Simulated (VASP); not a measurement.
# MgTl (Pm-3m) in VASP: further runs

MgTl is run at these levels: LDA; tasks: electric field gradients.

Program: VASP 6.6.1. These are calculated values, not measurements. Logs are shortened: lines on timing, memory, paths and dates and some standing lists are left out, and cuts for length are marked.

### Step 1. The cell of the first run

It takes space group Pm-3m (No. 221, cubic). The conventional cell has a = 3.623 Å, b = 3.623 Å, c = 3.623 Å, α = 90.00°, β = 90.00°, γ = 90.00°. Within 4.1 Å of Mg (site symmetry m-3m) lie 8 Tl at 3.14 Å and 6 Mg at 3.62 Å. Tl (site symmetry m-3m) has 8 Mg at 3.14 Å and 6 Tl at 3.62 Å within 4.1 Å.

### Step 2. Electric field gradients, LDA (volume scaled by 0.99)

File INCAR:

```
PREC     = Accurate       # precision mode
ENCUT    = 520            # plane-wave cutoff, eV
EDIFF    = 1E-8           # SCF threshold, eV
ISMEAR   = -1             # smearing method
SIGMA    = 0.05           # smearing width, eV
LREAL    = F              # projectors in reciprocal space
LASPH    = T              # aspherical terms in the spheres
NELM     = 60             # most SCF steps
ALGO     = Normal         # electronic algorithm
ISIF     = 2              # what is computed and relaxed
LWAVE    = F              # write WAVECAR
LCHARG   = F              # write CHGCAR
LEFG     = T            
NBANDS   = 14             # bands
```

File KPOINTS:

```
Automatic mesh
0
Gamma
  9 9 9
```

File POSCAR:

```
MgTl
1.0
    3.6228427186      0.0000000000      0.0000000000
    0.0000000000      3.6228427186      0.0000000000
    0.0000000000      0.0000000000      3.6228427186
Mg Tl
1 1
Direct
    0.0000000000      0.0000000000      0.0000000000
    0.5000000000      0.5000000000      0.5000000000
```

Potentials or basis: VASP PAW LDA potentials, release 64 (Mg, Tl_d).

Run with:

```
cat potpaw_LDA.64/Mg/POTCAR potpaw_LDA.64/Tl_d/POTCAR > POTCAR
mpirun -np 1 vasp_std > vasp.out
```

OUTCAR:

```text
PREC = Accurate
   ENCUT = 520
   EDIFF = 1E-8
   ISMEAR = -1
   LREAL = F
   LASPH = T
   NELM = 60
   ISIF = 2

 ion  position               nearest neighbor table
   1  0.000  0.000  0.000-   2 3.14   2 3.14   2 3.14   2 3.14   2 3.14   2 3.14   2 3.14   2 3.14

   2  0.500  0.500  0.500-   1 3.14   1 3.14   1 3.14   1 3.14   1 3.14   1 3.14   1 3.14   1 3.14

  LATTYP: Found a simple cubic cell.
 ALAT       =     3.6228427186

  Lattice vectors:

 A1 = (   3.6228427186,   0.0000000000,   0.0000000000)
 A2 = (   0.0000000000,   3.6228427186,   0.0000000000)
 A3 = (   0.0000000000,   0.0000000000,   3.6228427186)

Analysis of symmetry for initial positions (statically):
=====================================================================
 Subroutine PRICEL returns:
 Original cell was already a primitive cell.

 Routine SETGRP: Setting up the symmetry group for a
 simple cubic supercell.

 Subroutine GETGRP returns: Found 48 space group operations
 (whereof 48 operations were pure point group operations)
 out of a pool of 48 trial point group operations.

The static configuration has the point symmetry O_h .

Analysis of symmetry for dynamics (positions and initial velocities):
=====================================================================
 Subroutine PRICEL returns:
 Original cell was already a primitive cell.

 Routine SETGRP: Setting up the symmetry group for a
 simple cubic supercell.

 Subroutine GETGRP returns: Found 48 space group operations
 (whereof 48 operations were pure point group operations)
 out of a pool of 48 trial point group operations.

The dynamic configuration has the point symmetry O_h .

 Subroutine INISYM returns: Found 48 space group operations
 (whereof 48 operations are pure point group operations),
 and found     1 'primitive' translations

----------------------------------------------------------------------------------------

                                     Primitive cell

  volume of cell :      47.5498

  direct lattice vectors                    reciprocal lattice vectors
     3.622842719  0.000000000  0.000000000     0.276026336  0.000000000  0.000000000
     0.000000000  3.622842719  0.000000000     0.000000000  0.276026336  0.000000000
     0.000000000  0.000000000  3.622842719     0.000000000  0.000000000  0.276026336

  length of vectors
     3.622842719  3.622842719  3.622842719     0.276026336  0.276026336  0.276026336

  position of ions in fractional coordinates (direct lattice)
     0.000000000  0.000000000  0.000000000
     0.500000000  0.500000000  0.500000000

  ion indices of the primitive-cell ions
   primitive index   ion index
                 1           1
                 2           2

----------------------------------------------------------------------------------------

 KPOINTS: Automatic mesh

Automatic generation of k-mesh.
 Grid dimensions read from file:
 generate k-points for:    9    9    9

 Generating k-lattice:

  Cartesian coordinates                     Fractional coordinates (reciprocal lattice)
     0.030669593  0.000000000  0.000000000     0.111111111  0.000000000  0.000000000
     0.000000000  0.030669593  0.000000000     0.000000000  0.111111111  0.000000000
     0.000000000  0.000000000  0.030669593     0.000000000  0.000000000  0.111111111

  Length of vectors
     0.030669593  0.030669593  0.030669593

  Shift w.r.t. Gamma in fractional coordinates (k-lattice)
     0.000000000  0.000000000  0.000000000

 Subroutine IBZKPT returns following result:
 ===========================================

 Found     35 irreducible k-points:

 Following reciprocal coordinates:
            Coordinates               Weight
  0.000000  0.000000  0.000000      1.000000
  0.111111  0.000000  0.000000      6.000000
  0.222222  0.000000  0.000000      6.000000
  0.333333  0.000000  0.000000      6.000000
  0.444444  0.000000  0.000000      6.000000
  0.111111  0.111111  0.000000     12.000000
[... 16 lines left out ...]
  0.333333  0.333333  0.111111     24.000000
  0.444444  0.333333  0.111111     48.000000
 [... further k-points ...]
   k-points           NKPTS =     35   k-points in BZ     NKDIM =     35   number of bands    NBANDS=     14
   number of dos      NEDOS =    301   number of ions     NIONS =      2
   total plane-waves  NPLWV =  21952
   dimension x,y,z NGX =    28 NGY =   28 NGZ =   28
   dimension x,y,z NGXF=    56 NGYF=   56 NGZF=   56
   ions per type =               1   1
   NGX,Y,Z   is equivalent  to a cutoff of  12.85, 12.85, 12.85 a.u.
   NGXF,Y,Z  is equivalent  to a cutoff of  25.70, 25.70, 25.70 a.u.
 SYSTEM =  unknown system
   PREC   = accura    normal or accurate (medium, high low for compatibility)
   ISTART =      0    job   : 0-new  1-cont  2-samecut
   ICHARG =      2    charge: 1-file 2-atom 10-const
   ISPIN  =      1    spin polarized calculation?
   LNONCOLLINEAR =      F non collinear calculations
   LSORBIT =      F    spin-orbit coupling
   LASPH  =      T    aspherical Exc in radial PAW
   ENCUT  =  520.0 eV  38.22 Ry    6.18 a.u.   6.74  6.74  6.74*2*pi/ulx,y,z
   NELM   =     60;   NELMIN=  2; NELMDL= -5     # of ELM steps
   EDIFF  = 0.1E-07   stopping-criterion for ELM
   LREAL  =      F    real-space projection
   EDIFFG = 0.1E-06   stopping-criterion for IOM
   NSW    =      0    number of steps for IOM
   IBRION =     -1    ionic relax: 0-MD 1-quasi-New 2-CG
   NFREE  =      0    steps in history (QN), initial steepest desc. (CG)
   ISIF   =      2    stress and relaxation
   ISYM   =      2    0-nonsym 1-usesym 2-fastsym
   POTIM  = 0.5000    time-step for ionic-motion
   TEBEG  =    0.0;   TEEND  =   0.0 temperature during run
   PSTRESS=    0.0 pullay stress
   NELECT =      15.0000    total number of electrons
   NUPDOWN=      -1.0000    fix difference up-down
   EMIN   =  10.00;   EMAX   =-10.00  energy-range for DOS
   EFERMI =   0.00;   METHOD = LEGACY
   ISMEAR =    -1;   SIGMA  =   0.05  broadening in eV -4-tet -1-fermi 0-gaus
   EFERMI_NEDOS =   21; number of points for ismear=-14 and -15
   IALGO  =     38    algorithm
   IMIX   =      4    mixing-type and parameters
     AMIX     =   0.40;   BMIX     =  1.00
     AMIX_MAG =   1.60;   BMIX_MAG =  1.00
  volume/ion in A,a.u.               =      23.77       160.44
  Fermi-wavevector in a.u.,A,eV,Ry     =   1.114438  2.105982 16.898045  1.241971
  Thomas-Fermi vector in A             =   2.251033
   LORBIT       =      0    0 simple, 1 ext, 2 COOP (PROOUT), +10 PAW based schemes
   GGA     = CA    functional components
   LHFCALC =     F    Hartree Fock is set to
   AEXX    =    0.0000 exact exchange contribution
   IVDW    =     0    specifies the selected vdW correction
   LEPSILON=     F    determine dielectric tensor
   LRPA    =     F    only Hartree local field effects (RPA)
 non-spin polarized calculation
  energy-cutoff  :      520.00
  volume of cell :       47.55
 maximum number of plane-waves:      1309
 NGX is ok and might be reduce to    28
   NGX = 13   NGY = 13   NGZ = 13

 number of electron      14.9999994 magnetization

 Free energy of the ion-electron system (eV)
  ---------------------------------------------------
  ext. energy  EPLUGINS =         0.00000000
  ---------------------------------------------------
  free energy    TOTEN  =        -5.05965956 eV

  energy without entropy =       -5.05092447  energy(sigma->0) =       -5.05529202

 E-fermi :   5.5042     XC(G=0): -10.0219

 val. band max:        5.4393668562   @ k =   0.4444   0.3333   0.3333
 cond. band min:       5.5441476506   @ k =   0.3333   0.2222   0.1111
 fundamental gap:      0.1047807943
 Fermi energy:         5.5041779506

 k-point     1 :       0.0000    0.0000    0.0000
  band No.  band energies     occupation
      1      -6.3379      2.00000
      2      -6.3379      2.00000
      3      -5.9758      2.00000
      4      -5.9758      2.00000
      5      -5.9758      2.00000
      6      -4.2059      2.00000
      7       7.8625      0.00000
      8       7.8625      0.00000
      9       7.8625      0.00000
     10       8.8732      0.00000
     11      10.8292      0.00000
     12      10.8292      0.00000
     13      19.0315      0.00000
     14      19.0315      0.00000
[... 375 lines left out ...]
 k-point    24 :       0.4444    0.3333    0.1111
  band No.  band energies     occupation
      1      -6.2788      2.00000
      2      -6.1530      2.00000
      3      -6.1163      2.00000
      4      -6.0817      2.00000
      5      -5.8652      2.00000
      6      -0.8675      2.00000
      7       2.3194      2.00000
      8       4.4205      2.00000
      9       6.9813      0.00000
     10       9.8044      0.00000
     11      11.5816      0.00000
     12      13.7442      0.00000
     13      14.3431      0.00000
     14      16.2800      0.00000

 [... further k-points ...]
[... 5 lines left out ...]
  --------------------------------------------------------------------------------------
  -------------------------------------------------------------------------------------
  Total       -0.6935115     -0.6935115     -0.6935115      0.0000000      0.0000000      0.0000000
  in kB      -23.3676910    -23.3676910    -23.3676910      0.0000000      0.0000000      0.0000000
  external PRESSURE =     -23.3676910 kB  Pullay stress =       0.0000000 kB

 VOLUME and BASIS-vectors are now :
 -----------------------------------------------------------------------------
  energy-cutoff  :      520.00
  volume of cell :       47.55
      direct lattice vectors                 reciprocal lattice vectors
     3.622842719  0.000000000  0.000000000     0.276026336  0.000000000  0.000000000
     0.000000000  3.622842719  0.000000000     0.000000000  0.276026336  0.000000000
     0.000000000  0.000000000  3.622842719     0.000000000  0.000000000  0.276026336

 POSITION                                       TOTAL-FORCE (eV/Angst)
 -----------------------------------------------------------------------------------
      0.00000      0.00000      0.00000         0.000000      0.000000      0.000000
      1.81142      1.81142      1.81142         0.000000      0.000000      0.000000
 -----------------------------------------------------------------------------------
    total drift:                                0.000000      0.000000      0.000000

  FREE ENERGIE OF THE ION-ELECTRON SYSTEM (eV)
  ---------------------------------------------------
  free  energy   TOTEN  =        -5.0596595639 eV

  energy  without entropy=       -5.0509244692  energy(sigma->0) =       -5.05529202

 Electric field gradients (V/A^2)
---------------------------------------------------------------------
 ion       V_xx      V_yy      V_zz      V_xy      V_xz      V_yz
---------------------------------------------------------------------
   1      -0.000    -0.000     0.000     0.000     0.000     0.000
   2       0.000     0.000     0.000    -0.000     0.000    -0.000
---------------------------------------------------------------------

 Electric field gradients after diagonalization (V/A^2)
 (convention: |V_zz| > |V_xx| > |V_yy|)
----------------------------------------------------------------------
 ion       V_xx      V_yy      V_zz     asymmetry (V_yy - V_xx)/ V_zz
----------------------------------------------------------------------
   1      -0.000    -0.000     0.000       0.129
   2       0.000     0.000     0.000      -0.004
----------------------------------------------------------------------

           NMR quadrupolar parameters

 Cq : quadrupolar parameter    Cq=e*Q*V_zz/h
 eta: asymmetry parameters     (V_yy - V_xx)/ V_zz
 Q  : nuclear electric quadrupole moment in mb (millibarn)
----------------------------------------------------------------------
 ion       Cq(MHz)       eta       Q (mb)
----------------------------------------------------------------------
   1       0.000       0.129       1.000
   2       0.000      -0.004       1.000
----------------------------------------------------------------------
```

It took 22 s on 1 thread of Intel Xeon Platinum 8259CL at 2.50GHz (Skylake/Cascade Lake), shared host; peak memory 0.15 GiB.

What came out:

| Item | Value |
| --- | --- |
| Free energy | -5.0597 eV |
| Pressure | -2.3 GPa |

Caveat: without QUAD_EFG the Cq values of the log hold for a quadrupole moment of 1 mb, not for the nuclei; spin-orbit coupling is left out, which moves the levels of the heavy elements.

(Continued in part 2 of 2.)
